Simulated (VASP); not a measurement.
# ZnS (CsCl type) (Pm-3m) in VASP: notebook

ZnS (CsCl type) is run at these levels: PBE; tasks: relaxation of cell and atoms.

Everything below comes from runs of VASP 6.6.1. Logs are shortened: lines on timing, memory, paths and dates and some standing lists are left out, and cuts for length are marked.

## 1. The cell of the first run

It takes space group Pm-3m (No. 221, cubic). Conventional cell: a = 2.811 Å, b = 2.811 Å, c = 2.811 Å, α = 90.00°, β = 90.00°, γ = 90.00°. Within 3.2 Å of Zn (site symmetry m-3m) lie 8 S at 2.43 Å and 6 Zn at 2.81 Å. Within 3.2 Å of S (site symmetry m-3m) lie 8 Zn at 2.43 Å and 6 S at 2.81 Å.

## 2. Relaxation of cell and atoms, PBE, target pressure 68 GPa, at which the enthalpy is minimised

The input, INCAR:

```
SYSTEM = ZnS
  ALGO = Normal
  EDIFF = 1E-7
  EDIFFG = -0.005
  ENCUT = 600
  GGA = PE
  IBRION = 2
  ISIF = 3
  ISMEAR = -1
  LASPH = .True.
  LCHARG = .False.
  LREAL = .False.
  LWAVE = .False.
  NELM = 80
  NSW = 32
  PREC = Accurate
  PSTRESS = 680.0
  SIGMA = 0.08
```

The input, KPOINTS:

```
k-points
0
Gamma
  16 16 16
  0 0 0
```

The input, POSCAR:

```
ZnS
1.0
    2.8109236219      0.0000000000      0.0000000000
    0.0000000000      2.8109236219      0.0000000000
    0.0000000000      0.0000000000      2.8109236219
Zn S
1 1
Direct
    0.0000000000      0.0000000000      0.0000000000
    0.5000000000      0.5000000000      0.5000000000
```

Potentials or basis: VASP PAW PBE potentials, release 64 (Zn, S).

Run with:

```bash
cat potpaw_PBE.64/Zn/POTCAR potpaw_PBE.64/S/POTCAR > POTCAR
mpirun -np 1 vasp_std > vasp.out
```

OUTCAR:

```text
SYSTEM = ZnS
   EDIFF = 1E-7
   EDIFFG = -0.005
   ENCUT = 600
   GGA = PE
   IBRION = 2
   ISIF = 3
   ISMEAR = -1
   LASPH = .True.
   LREAL = .False.
   NELM = 80
   NSW = 32
   PREC = Accurate
   PSTRESS = 680.0

 ion  position               nearest neighbor table
   1  0.000  0.000  0.000-   2 2.43   2 2.43   2 2.43   2 2.43   2 2.43   2 2.43   2 2.43   2 2.43

   2  0.500  0.500  0.500-   1 2.43   1 2.43   1 2.43   1 2.43   1 2.43   1 2.43   1 2.43   1 2.43

  LATTYP: Found a simple cubic cell.
 ALAT       =     2.8109236219

  Lattice vectors:

 A1 = (   2.8109236219,   0.0000000000,   0.0000000000)
 A2 = (   0.0000000000,   2.8109236219,   0.0000000000)
 A3 = (   0.0000000000,   0.0000000000,   2.8109236219)

Analysis of symmetry for initial positions (statically):
=====================================================================
 Subroutine PRICEL returns:
 Original cell was already a primitive cell.

 Routine SETGRP: Setting up the symmetry group for a
 simple cubic supercell.

 Subroutine GETGRP returns: Found 48 space group operations
 (whereof 48 operations were pure point group operations)
 out of a pool of 48 trial point group operations.

The static configuration has the point symmetry O_h .

Analysis of symmetry for dynamics (positions and initial velocities):
=====================================================================
 Subroutine PRICEL returns:
 Original cell was already a primitive cell.

 Routine SETGRP: Setting up the symmetry group for a
 simple cubic supercell.

 Subroutine GETGRP returns: Found 48 space group operations
 (whereof 48 operations were pure point group operations)
 out of a pool of 48 trial point group operations.

The dynamic configuration has the point symmetry O_h .

 Subroutine INISYM returns: Found 48 space group operations
 (whereof 48 operations are pure point group operations),
 and found     1 'primitive' translations

----------------------------------------------------------------------------------------

                                     Primitive cell

  volume of cell :      22.2099

  direct lattice vectors                    reciprocal lattice vectors
     2.810923622  0.000000000  0.000000000     0.355754953  0.000000000  0.000000000
     0.000000000  2.810923622  0.000000000     0.000000000  0.355754953  0.000000000
     0.000000000  0.000000000  2.810923622     0.000000000  0.000000000  0.355754953

  length of vectors
     2.810923622  2.810923622  2.810923622     0.355754953  0.355754953  0.355754953

  position of ions in fractional coordinates (direct lattice)
     0.000000000  0.000000000  0.000000000
     0.500000000  0.500000000  0.500000000

  ion indices of the primitive-cell ions
   primitive index   ion index
                 1           1
                 2           2

----------------------------------------------------------------------------------------

 KPOINTS: k-points

Automatic generation of k-mesh.
 Grid dimensions read from file:
 generate k-points for:   16   16   16

 Generating k-lattice:

  Cartesian coordinates                     Fractional coordinates (reciprocal lattice)
     0.022234685  0.000000000  0.000000000     0.062500000  0.000000000  0.000000000
     0.000000000  0.022234685  0.000000000     0.000000000  0.062500000  0.000000000
     0.000000000  0.000000000  0.022234685     0.000000000  0.000000000  0.062500000

  Length of vectors
     0.022234685  0.022234685  0.022234685

  Shift w.r.t. Gamma in fractional coordinates (k-lattice)
     0.000000000  0.000000000  0.000000000

 Subroutine IBZKPT returns following result:
 ===========================================

 Found    165 irreducible k-points:

 Following reciprocal coordinates:
            Coordinates               Weight
  0.000000  0.000000  0.000000      1.000000
  0.062500  0.000000  0.000000      6.000000
  0.125000  0.000000  0.000000      6.000000
  0.187500  0.000000  0.000000      6.000000
  0.250000  0.000000  0.000000      6.000000
  0.312500  0.000000  0.000000      6.000000
[... 16 lines left out ...]
  0.437500  0.125000  0.000000     24.000000
  0.500000  0.125000  0.000000     12.000000
 [... further k-points ...]
   k-points           NKPTS =    165   k-points in BZ     NKDIM =    165   number of bands    NBANDS=     13
   number of dos      NEDOS =    301   number of ions     NIONS =      2
   total plane-waves  NPLWV =  13824
   dimension x,y,z NGX =    24 NGY =   24 NGZ =   24
   dimension x,y,z NGXF=    48 NGYF=   48 NGZF=   48
   ions per type =               1   1
   NGX,Y,Z   is equivalent  to a cutoff of  14.19, 14.19, 14.19 a.u.
   NGXF,Y,Z  is equivalent  to a cutoff of  28.39, 28.39, 28.39 a.u.
 SYSTEM =  ZnS
   PREC   = accura    normal or accurate (medium, high low for compatibility)
   ISTART =      0    job   : 0-new  1-cont  2-samecut
   ICHARG =      2    charge: 1-file 2-atom 10-const
   ISPIN  =      1    spin polarized calculation?
   LNONCOLLINEAR =      F non collinear calculations
   LSORBIT =      F    spin-orbit coupling
   LASPH  =      T    aspherical Exc in radial PAW
   ENCUT  =  600.0 eV  44.10 Ry    6.64 a.u.   5.61  5.61  5.61*2*pi/ulx,y,z
   NELM   =     80;   NELMIN=  2; NELMDL= -5     # of ELM steps
   EDIFF  = 0.1E-06   stopping-criterion for ELM
   LREAL  =      F    real-space projection
   EDIFFG = -.5E-02   stopping-criterion for IOM
   NSW    =     32    number of steps for IOM
   IBRION =      2    ionic relax: 0-MD 1-quasi-New 2-CG
   NFREE  =      1    steps in history (QN), initial steepest desc. (CG)
   ISIF   =      3    stress and relaxation
   ISYM   =      2    0-nonsym 1-usesym 2-fastsym
   POTIM  = 0.5000    time-step for ionic-motion
   TEBEG  =    0.0;   TEEND  =   0.0 temperature during run
   PSTRESS=  680.0 pullay stress
   NELECT =      18.0000    total number of electrons
   NUPDOWN=      -1.0000    fix difference up-down
   EMIN   =  10.00;   EMAX   =-10.00  energy-range for DOS
   EFERMI =   0.00;   METHOD = LEGACY
   ISMEAR =    -1;   SIGMA  =   0.08  broadening in eV -4-tet -1-fermi 0-gaus
   EFERMI_NEDOS =   21; number of points for ismear=-14 and -15
   IALGO  =     38    algorithm
   IMIX   =      4    mixing-type and parameters
     AMIX     =   0.40;   BMIX     =  1.00
     AMIX_MAG =   1.60;   BMIX_MAG =  1.00
  volume/ion in A,a.u.               =      11.10        74.94
  Fermi-wavevector in a.u.,A,eV,Ry     =   1.526335  2.884356 31.697486  2.329700
  Thomas-Fermi vector in A             =   2.634383
   LORBIT       =      0    0 simple, 1 ext, 2 COOP (PROOUT), +10 PAW based schemes
   GGA     = PE    functional components
   LHFCALC =     F    Hartree Fock is set to
   AEXX    =    0.0000 exact exchange contribution
   IVDW    =     0    specifies the selected vdW correction
   LEPSILON=     F    determine dielectric tensor
   LRPA    =     F    only Hartree local field effects (RPA)
 conjugate gradient relaxation of ions
 non-spin polarized calculation
  energy-cutoff  :      600.00
  volume of cell :       22.21
 maximum number of plane-waves:       768
 NGX is ok and might be reduce to    24
   NGX = 11   NGY = 11   NGZ = 11

--------------------------------------- Ionic step        1  -------------------------------------------

 number of electron      18.0000018 magnetization

 Free energy of the ion-electron system (eV)
  ---------------------------------------------------
  ext. energy  EPLUGINS =         0.00000000
  ---------------------------------------------------
  free energy    TOTEN  =        -3.33641726 eV

  energy without entropy =       -3.31695287  energy(sigma->0) =       -3.32668507

------------------------ aborting loop because EDIFF is reached ----------------------------------------

  FORCE on cell =-STRESS in cart. coord.  units (eV):
  Direction    XX          YY          ZZ          XY          YZ          ZX
  --------------------------------------------------------------------------------------
  -------------------------------------------------------------------------------------
  Total        9.5308643      9.5308643      9.5308643      0.0000000      0.0000000      0.0000000
  in kB      687.5364559    687.5364559    687.5364559      0.0000000      0.0000000      0.0000000
  external PRESSURE =       7.5364559 kB  Pullay stress =     680.0000000 kB
[... 61 lines left out ...]
  enthalpy is  TOTEN    =         6.0904928430 eV   P V=        9.4978353174

--------------------------------------- Ionic step        3  -------------------------------------------

 number of electron      18.0000018 magnetization

 Free energy of the ion-electron system (eV)
  ---------------------------------------------------
  ext. energy  EPLUGINS =         0.00000000
  ---------------------------------------------------
  free energy    TOTEN  =        -3.35767575 eV

  energy without entropy =       -3.33814738  energy(sigma->0) =       -3.34791157

 E-fermi :   9.4297     XC(G=0): -13.0393

 val. band max:        9.4271687880   @ k =   0.4375   0.0625   0.0625
 cond. band min:       9.4556320678   @ k =   0.3750   0.0000   0.0000
 fundamental gap:      0.0284632798
 Fermi energy:         9.4296692672

 k-point     1 :       0.0000    0.0000    0.0000
  band No.  band energies     occupation
      1      -8.8304      2.00000
      2       0.9272      2.00000
      3       0.9272      2.00000
      4       1.8775      2.00000
      5       1.8775      2.00000
      6       1.8775      2.00000
      7       7.3626      2.00000
      8       7.3626      2.00000
      9       7.3626      2.00000
     10      11.5744      0.00000
     11      14.6855      0.00000
     12      14.6855      0.00000
     13      26.0137      0.00000
[... 353 lines left out ...]
 k-point    24 :       0.5000    0.1250    0.0000
  band No.  band energies     occupation
      1      -6.0028      2.00000
      2      -1.7052      2.00000
      3       1.1923      2.00000
      4       1.2746      2.00000
      5       1.3393      2.00000
      6       1.8775      2.00000
      7       2.5342      2.00000
      8       8.2291      2.00000
      9      10.0054      0.00150
     10      13.6669      0.00000
     11      15.6516      0.00000
     12      17.1530      0.00000
     13      17.5562      0.00000

 [... further k-points ...]

------------------------ aborting loop because EDIFF is reached ----------------------------------------

  FORCE on cell =-STRESS in cart. coord.  units (eV):
  Direction    XX          YY          ZZ          XY          YZ          ZX
  --------------------------------------------------------------------------------------
  -------------------------------------------------------------------------------------
  Total        9.4491817      9.4491817      9.4491817     -0.0000000     -0.0000000      0.0000000
  in kB      680.1184310    680.1184310    680.1184310     -0.0000000     -0.0000000      0.0000000
  external PRESSURE =       0.1184310 kB  Pullay stress =     680.0000000 kB
[... 17 lines left out ...]
  FREE ENERGIE OF THE ION-ELECTRON SYSTEM (eV)
  ---------------------------------------------------
  free  energy   TOTEN  =        -3.3576757496 eV

  energy  without entropy=       -3.3381473805  energy(sigma->0) =       -3.34791157

  enthalpy is  TOTEN    =         6.0898605298 eV   P V=        9.4475362794

 reached required accuracy - stopping structural energy minimisation
```

Wall time 53 s (1 thread of AMD EPYC 9R45 (Zen 5), shared host); peak memory 0.16 GiB.

Results:

- Free energy: -3.3577 eV
- Relaxed volume: 11.13 Å³/atom
- Relaxed cell: a = 2.813 Å, b = 2.813 Å, c = 2.813 Å, α = 90.00°, β = 90.00°, γ = 90.00°
- Space group after relaxing (to 0.1 Å): Pm-3m (No. 221)
- Energy change on relaxing (the run minimises the enthalpy): -10.6 meV/atom
- Ionic steps: 3
- Pressure after relaxing: 68.0 GPa
- Band gap on the k mesh: zero (bands 9 and 10 overlap by 2.48 eV)

The path:
```
step  energy change (eV)  largest force (eV/Å)  pressure (GPa)  volume (Å³)
   1              0.0000                0.0000           68.75        22.21
   2             -0.0709                0.0000           66.31        22.38
   3             -0.0213                0.0000           68.01        22.26
```

Final structure:
```cif
data_structure
_symmetry_space_group_name_H-M 'P 1'
_symmetry_Int_Tables_number 1
_cell_length_a 2.8130
_cell_length_b 2.8130
_cell_length_c 2.8130
_cell_angle_alpha 90.000
_cell_angle_beta 90.000
_cell_angle_gamma 90.000
_cell_volume 22.26
loop_
_atom_site_label
_atom_site_type_symbol
_atom_site_fract_x
_atom_site_fract_y
_atom_site_fract_z
_atom_site_occupancy
Zn1 Zn 0.00000 0.00000 0.00000 1
S1 S 0.50000 0.50000 0.50000 1
```

Caveat: the cell is relaxed towards a set pressure, so the run minimises the enthalpy, not the energy.

## 3. Relaxation of cell and atoms, PBE, target pressure 68 GPa, at which the enthalpy is minimised

This run uses another cell than the first one, of 11.22 Å³/atom.

The input, INCAR:

```
SYSTEM = ZnS
PREC = Accurate
ENCUT = 600
EDIFF = 1E-6
ISMEAR = -1
SIGMA = 0.08
LREAL = .FALSE.
LASPH = .TRUE.
NELM = 80
ALGO = Normal
ISIF = 3
LWAVE = .FALSE.
LCHARG = .FALSE.
GGA = PE
IBRION = 2
NSW = 60
EDIFFG = -0.005
PSTRESS = 680.0
```

The input, KPOINTS:

```
regular mesh
0
G
  16 16 16
  0 0 0
```

The input, POSCAR:

```
ZnS
1.0
    2.8209383817      0.0000000000      0.0000000000
    0.0000000000      2.8209383817      0.0000000000
    0.0000000000      0.0000000000      2.8209383817
Zn S
1 1
Direct
    0.0000000000      0.0000000000      0.0000000000
    0.5000000000      0.5000000000      0.5000000000
```

Potentials or basis: VASP PAW PBE potentials, release 64 (Zn, S).

Run with:

```bash
cat potpaw_PBE.64/Zn/POTCAR potpaw_PBE.64/S/POTCAR > POTCAR
mpirun -np 1 vasp_std > vasp.out
```

Run time: 58 s. Hardware: 1 thread of AMD EPYC 9R45 (Zen 5), shared host; peak memory 0.16 GiB.

Results (log left out):

```yaml
Free_energy: -3.3598 eV
Relaxed_volume: 11.13 Å³/atom
Relaxed_cell: a = 2.813 Å, b = 2.813 Å, c = 2.813 Å, α = 90.00°, β = 90.00°, γ = 90.00°
Space_group_after_relaxing_to_0.1_Å: Pm-3m (No. 221)
Energy_change_on_relaxing_the_run_minimises_the_enthalpy: +38.2 meV/atom
Ionic_steps: 5
Pressure_after_relaxing: 68.0 GPa
Band_gap_on_the_k_mesh: zero (bands 9 and 10 overlap by 2.48 eV)
```

The path:
```
step  energy change (eV)  largest force (eV/Å)  pressure (GPa)  volume (Å³)
   1              0.0000                0.0000           65.29        22.45
   2              0.2657                0.0000           74.48        21.84
   3              0.0784                0.0000           68.09        22.26
   4              0.0758                0.0000           67.86        22.27
   5              0.0764                0.0000           67.99        22.26
```

Final structure:
```
CELL_PARAMETERS angstrom
2.81322 0.00000 0.00000
0.00000 2.81322 0.00000
0.00000 0.00000 2.81322
ATOMIC_POSITIONS crystal
Zn 0.00000 0.00000 0.00000
S 0.50000 0.50000 0.50000
```

Levels at points of the mesh, in eV from the Fermi level:
```csv
k point,band 5,band 6,band 7,band 8,band 9,band 10,band 11,band 12,band 13
"(0.00, 0.00, 0.00)",-7.55,-7.55,-2.07,-2.07,-2.07,2.14,5.26,5.26,16.58
"(0.50, 0.00, 0.00)",-8.13,-7.50,-6.89,0.54,0.54,5.58,6.37,7.34,7.34
"(0.50, 0.50, 0.00)",-7.85,-7.85,-7.23,-6.70,-2.54,0.84,9.95,10.74,10.74
"(0.50, 0.50, 0.50)",-7.22,-7.22,-3.19,-3.19,-3.19,-0.41,-0.41,-0.41,4.18
```

Caveat: the cell is relaxed towards a set pressure, so the run minimises the enthalpy, not the energy.

The gap in the log of VASP goes by the Fermi energy; the results here count the filled bands.